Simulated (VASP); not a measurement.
# Ta5N6 in VASP: further runs, part 2 of 2

VASP 6.6.1. The steps go on from the part before.

## 4. Single point, r2SCAN

This run uses another cell than the first one.

The input, POSCAR:

```
Ta5N6
1.0
    5.1996298250      0.0000000000      0.0000000000
   -2.5998149125      4.5030115188      0.0000000000
    0.0000000000      0.0000000000     16.7310778219
Ta N
10 12
Direct
    0.0000000000      0.0000000000      0.2390760501
    0.3333333333      0.6666666667      0.3260507001
    0.6666666667      0.3333333333      0.3260507001
    0.0000000000      0.0000000000      0.4130253500
    0.3333333333      0.6666666667      0.5000000000
    0.6666666667      0.3333333333      0.5000000000
    0.0000000000      0.0000000000      0.5869746500
    0.3333333333      0.6666666667      0.6739492999
    0.6666666667      0.3333333333      0.6739492999
    0.0000000000      0.0000000000      0.7609239499
    0.0000000000      0.3924063645      0.2390760501
    0.3924063645      0.0000000000      0.2390760501
    0.6075936355      0.6075936355      0.2390760501
    0.0000000000      0.3924063645      0.4130253500
    0.3924063645      0.0000000000      0.4130253500
    0.6075936355      0.6075936355      0.4130253500
    0.0000000000      0.3924063645      0.5869746500
    0.3924063645      0.0000000000      0.5869746500
    0.6075936355      0.6075936355      0.5869746500
    0.0000000000      0.3924063645      0.7609239499
    0.3924063645      0.0000000000      0.7609239499
    0.6075936355      0.6075936355      0.7609239499
```

The input, INCAR.step1:

```
SYSTEM = Ta5N6
PREC = Accurate ; ENCUT = 520
ISMEAR = 0 ; SIGMA = 0.1
LREAL = Auto ; LASPH = .TRUE.
NELM = 80 ; NBANDS = 102
GGA = PE ; ALGO = Normal
EDIFF = 1E-4 ; LWAVE = .TRUE.
LCHARG = .FALSE.
```

The input, INCAR.step2:

```
SYSTEM = Ta5N6
PREC = Accurate ; ENCUT = 520
EDIFF = 1E-6 ; ISMEAR = 0
SIGMA = 0.1 ; LREAL = Auto
LASPH = .TRUE. ; NELM = 80
ALGO = Normal ; ISIF = 2
LWAVE = .FALSE. ; LCHARG = .TRUE.
METAGGA = R2SCAN ; LMIXTAU = .TRUE.
LELF = .TRUE. ; LVHAR = .TRUE.
NBANDS = 102 ; ISTART = 1
```

The input, KPOINTS:

```
regular mesh
0
G
  9 9 1
  0 0 0
```

Potentials or basis: VASP PAW PBE potentials, release 64 (Ta_pv, N).

Launch:

```console
$ cat potpaw_PBE.64/Ta_pv/POTCAR potpaw_PBE.64/N/POTCAR > POTCAR
$ cp INCAR.step1 INCAR
$ mpirun -np 1 vasp_std > vasp.out
$ cp INCAR.step2 INCAR
$ mpirun -np 1 vasp_std > vasp.out
```

OUTCAR:

```text
SYSTEM = Ta5N6
   PREC = Accurate
   ENCUT = 520
   EDIFF = 1E-6
   ISMEAR = 0
   LREAL = Auto
   LASPH = .TRUE.
   NELM = 80
   ISIF = 2
   METAGGA = R2SCAN
   ISTART = 1

 ion  position               nearest neighbor table
   1  0.000  0.000  0.239-  12 2.04  11 2.04  13 2.04   4 2.91   2 3.34   3 3.34   3 3.34   2 3.34
                             3 3.34   2 3.34
   2  0.333  0.667  0.326-  15 2.16  14 2.16  16 2.16  12 2.16  11 2.16  13 2.16   5 2.91   3 3.00
                             3 3.00   3 3.00   4 3.34   4 3.34   4 3.34   1 3.34   1 3.34   1 3.34
   3  0.667  0.333  0.326-  14 2.16  15 2.16  16 2.16  11 2.16  12 2.16  13 2.16   6 2.91   2 3.00
                             2 3.00   2 3.00   4 3.34   4 3.34   4 3.34   1 3.34   1 3.34   1 3.34
   4  0.000  0.000  0.413-  15 2.04  14 2.04  16 2.04   1 2.91   7 2.91   2 3.34   3 3.34   3 3.34
                             2 3.34   3 3.34   2 3.34   5 3.34   6 3.34   6 3.34   5 3.34   5 3.34
   5  0.333  0.667  0.500-  15 2.16  18 2.16  17 2.16  14 2.16  16 2.16  19 2.16   2 2.91   8 2.91
                             6 3.00   6 3.00   6 3.00   4 3.34   7 3.34   7 3.34   4 3.34   7 3.34
   6  0.667  0.333  0.500-  14 2.16  17 2.16  15 2.16  18 2.16  16 2.16  19 2.16   3 2.91   9 2.91
                             5 3.00   5 3.00   5 3.00   4 3.34   7 3.34   4 3.34   7 3.34   4 3.34
   7  0.000  0.000  0.587-  18 2.04  17 2.04  19 2.04  10 2.91   4 2.91   8 3.34   9 3.34   9 3.34
                             8 3.34   9 3.34   8 3.34   5 3.34   6 3.34   5 3.34   6 3.34   6 3.34
   8  0.333  0.667  0.674-  18 2.16  17 2.16  19 2.16  21 2.16  20 2.16  22 2.16   5 2.91   9 3.00
                             9 3.00   9 3.00   7 3.34   7 3.34   7 3.34  10 3.34  10 3.34  10 3.34
   9  0.667  0.333  0.674-  17 2.16  18 2.16  19 2.16  20 2.16  21 2.16  22 2.16   6 2.91   8 3.00
                             8 3.00   8 3.00   7 3.34   7 3.34   7 3.34  10 3.34  10 3.34  10 3.34
  10  0.000  0.000  0.761-  21 2.04  20 2.04  22 2.04   7 2.91   9 3.34   8 3.34   9 3.34   8 3.34
                             9 3.34   8 3.34
  11  0.000  0.392  0.239-   1 2.04   3 2.16   2 2.16
  12  0.392  0.000  0.239-   1 2.04   2 2.16   3 2.16
  13  0.608  0.608  0.239-   1 2.04   2 2.16   3 2.16
  14  0.000  0.392  0.413-   4 2.04   3 2.16   2 2.16   6 2.16   5 2.16
  15  0.392  0.000  0.413-   4 2.04   2 2.16   3 2.16   5 2.16   6 2.16
  16  0.608  0.608  0.413-   4 2.04   2 2.16   3 2.16   5 2.16   6 2.16
  17  0.000  0.392  0.587-   7 2.04   9 2.16   8 2.16   6 2.16   5 2.16
  18  0.392  0.000  0.587-   7 2.04   8 2.16   9 2.16   5 2.16   6 2.16
  19  0.608  0.608  0.587-   7 2.04   8 2.16   9 2.16   5 2.16   6 2.16
  20  0.000  0.392  0.761-  10 2.04   9 2.16   8 2.16
  21  0.392  0.000  0.761-  10 2.04   8 2.16   9 2.16
  22  0.608  0.608  0.761-  10 2.04   8 2.16   9 2.16

  LATTYP: Found a hexagonal cell.
 ALAT       =     5.1996298250
 C/A-ratio  =     3.2177440289

  Lattice vectors:

 A1 = (   5.1996298250,   0.0000000000,   0.0000000000)
 A2 = (  -2.5998149125,   4.5030115188,   0.0000000000)
 A3 = (   0.0000000000,   0.0000000000,  16.7310778219)

Analysis of symmetry for initial positions (statically):
=====================================================================
 Subroutine PRICEL returns:
 Original cell was already a primitive cell.

 Routine SETGRP: Setting up the symmetry group for a
 hexagonal supercell.

 Subroutine GETGRP returns: Found 12 space group operations
 (whereof 12 operations were pure point group operations)
 out of a pool of 24 trial point group operations.

The static configuration has the point symmetry D_3h.

Analysis of symmetry for dynamics (positions and initial velocities):
=====================================================================
 Subroutine PRICEL returns:
 Original cell was already a primitive cell.

 Routine SETGRP: Setting up the symmetry group for a
 hexagonal supercell.

 Subroutine GETGRP returns: Found 12 space group operations
[... 121 lines left out ...]
   PREC   = accura    normal or accurate (medium, high low for compatibility)
   ISTART =      1    job   : 0-new  1-cont  2-samecut
   ICHARG =      0    charge: 1-file 2-atom 10-const
   ISPIN  =      1    spin polarized calculation?
   LNONCOLLINEAR =      F non collinear calculations
   LSORBIT =      F    spin-orbit coupling
   LASPH  =      T    aspherical Exc in radial PAW
   ENCUT  =  520.0 eV  38.22 Ry    6.18 a.u.   9.67  9.67 31.11*2*pi/ulx,y,z
   NELM   =     80;   NELMIN=  2; NELMDL=  0     # of ELM steps
   EDIFF  = 0.1E-05   stopping-criterion for ELM
   LREAL  =      T    real-space projection
   EDIFFG = 0.1E-04   stopping-criterion for IOM
   NSW    =      0    number of steps for IOM
   IBRION =     -1    ionic relax: 0-MD 1-quasi-New 2-CG
   NFREE  =      0    steps in history (QN), initial steepest desc. (CG)
   ISIF   =      2    stress and relaxation
   ISYM   =      2    0-nonsym 1-usesym 2-fastsym
   POTIM  = 0.5000    time-step for ionic-motion
   TEBEG  =    0.0;   TEEND  =   0.0 temperature during run
   PSTRESS=    0.0 pullay stress
   NELECT =     170.0000    total number of electrons
   NUPDOWN=      -1.0000    fix difference up-down
   EMIN   =  10.00;   EMAX   =-10.00  energy-range for DOS
   EFERMI =   0.00;   METHOD = LEGACY
   ISMEAR =     0;   SIGMA  =   0.10  broadening in eV -4-tet -1-fermi 0-gaus
   EFERMI_NEDOS =   21; number of points for ismear=-14 and -15
   IALGO  =     38    algorithm
   IMIX   =      4    mixing-type and parameters
     AMIX     =   0.40;   BMIX     =  1.00
     AMIX_MAG =   1.60;   BMIX_MAG =  1.00
  volume/ion in A,a.u.               =      17.81       120.16
  Fermi-wavevector in a.u.,A,eV,Ry     =   1.239438  2.342197 20.901346  1.536206
  Thomas-Fermi vector in A             =   2.373921
   LORBIT       =      0    0 simple, 1 ext, 2 COOP (PROOUT), +10 PAW based schemes
   METAGGA = R2SCAN    functional components
   LHFCALC =     F    Hartree Fock is set to
   AEXX    =    0.0000 exact exchange contribution
   IVDW    =     0    specifies the selected vdW correction
   LEPSILON=     F    determine dielectric tensor
   LRPA    =     F    only Hartree local field effects (RPA)
 non-spin polarized calculation
 Gauss-broadening in eV      SIGMA  =   0.10
  energy-cutoff  :      520.00
  volume of cell :      391.74
 maximum number of plane-waves:     10635
 NGX is ok and might be reduce to    40
   NGX = 19   NGY = 19   NGZ = 63

 number of electron     169.9999990 magnetization

 Free energy of the ion-electron system (eV)
  ---------------------------------------------------
  ext. energy  EPLUGINS =         0.00000000
  ---------------------------------------------------
  free energy    TOTEN  =      -614.90992147 eV

  energy without entropy =     -614.88511568  energy(sigma->0) =     -614.89751857

 E-fermi :   2.1589     XC(G=0):  -9.5031

 val. band max:        2.1469649224   @ k =   0.0000   0.0000   0.0000
 cond. band min:       2.1787004590   @ k =   0.0000   0.0000   0.0000
 fundamental gap:      0.0317355367
 Fermi energy:         2.1589048684

 k-point     1 :       0.0000    0.0000    0.0000
  band No.  band energies     occupation
      1     -34.6050      2.00000
      2     -34.5628      2.00000
      3     -34.5628      2.00000
      4     -34.4184      2.00000
      5     -34.2187      2.00000
      6     -34.2187      2.00000
[... 1189 lines left out ...]
     96       5.4505      0.00000
     97       5.4614      0.00000
 [bands above 97 left out]

------------------------ aborting loop because EDIFF is reached ----------------------------------------

  FORCE on cell =-STRESS in cart. coord.  units (eV):
  Direction    XX          YY          ZZ          XY          YZ          ZX
  --------------------------------------------------------------------------------------
  -------------------------------------------------------------------------------------
  Total       -7.6870927     -7.6870927    -20.4252056      0.0000000      0.0000000      0.0000000
  in kB      -31.4393312    -31.4393312    -83.5367579      0.0000000      0.0000000      0.0000000
  external PRESSURE =     -48.8051401 kB  Pullay stress =       0.0000000 kB

 VOLUME and BASIS-vectors are now :
 -----------------------------------------------------------------------------
  energy-cutoff  :      520.00
  volume of cell :      391.74
      direct lattice vectors                 reciprocal lattice vectors
     5.199629825  0.000000000  0.000000000     0.192321383  0.111036802  0.000000000
    -2.599814912  4.503011519  0.000000000     0.000000000  0.222073605  0.000000000
     0.000000000  0.000000000 16.731077822     0.000000000  0.000000000  0.059769013

 POSITION                                       TOTAL-FORCE (eV/Angst)
 -----------------------------------------------------------------------------------
      0.00000      0.00000      4.00000        -0.000000      0.000000      0.357476
     -0.00000      3.00201      5.45518        -0.000000      0.000000     -5.534968
      2.59981      1.50100      5.45518        -0.000000      0.000000     -5.534968
      0.00000      0.00000      6.91036        -0.000000      0.000000     -0.147197
     -0.00000      3.00201      8.36554        -0.000000      0.000000     -0.000000
      2.59981      1.50100      8.36554        -0.000000      0.000000     -0.000000
[... 14 lines left out ...]
      2.04037      0.00000     12.73108        -2.057423      0.000000     -3.009520
      1.57963      2.73600     12.73108         1.028712      1.781781     -3.009520
 -----------------------------------------------------------------------------------
    total drift:                                0.000016      0.000027      0.000001

  FREE ENERGIE OF THE ION-ELECTRON SYSTEM (eV)
  ---------------------------------------------------
  free  energy   TOTEN  =      -614.9099214664 eV

  energy  without entropy=     -614.8851156764  energy(sigma->0) =     -614.89751857
```

Run time: 73 min. Hardware: 1 thread of Oxide Virtual Turin-like, shared host; peak memory 0.66 GiB.

Results:

```yaml
Free_energy: -614.9099 eV
Largest_force: 5.535 eV/Å
Band_gap_on_the_k_mesh: zero (bands 85 and 86 overlap by 0.15 eV)
```

Forces in eV/Å, atoms in the order of the input:
```
Ta   0.000  0.000  0.357
Ta   0.000  0.000 -5.535
Ta   0.000  0.000 -5.535
Ta   0.000  0.000 -0.147
Ta   0.000  0.000  0.000
Ta   0.000  0.000  0.000
Ta   0.000  0.000  0.147
Ta   0.000  0.000  5.535
Ta   0.000  0.000  5.535
Ta   0.000  0.000 -0.357
N    1.029 -1.782  3.010
N   -2.057  0.000  3.010
N    1.029  1.782  3.010
N    0.101 -0.174  0.342
N   -0.201  0.000  0.342
N    0.101  0.174  0.342
N    0.101 -0.174 -0.342
N   -0.201  0.000 -0.342
N    0.101  0.174 -0.342
N    1.029 -1.782 -3.010
N   -2.057  0.000 -3.010
N    1.029  1.782 -3.010
```

Levels at points of the mesh, in eV from the Fermi level:
```tsv
k point	band 81	band 82	band 83	band 84	band 85	band 86	band 87	band 88	band 89	band 90
(0.00, 0.00, 0.00)	-0.95	-0.85	-0.01	0.02	0.02	0.39	0.39	1.08	2.03	2.41
```

Caveat: there is no dipole correction, which matters where the two faces differ; the PAW data sets were made with another functional, which shifts forces and pressure a little; spin-orbit coupling is left out, which moves the levels of the heavy elements.

The gap in the log of VASP goes by the Fermi energy; the results here count the filled bands.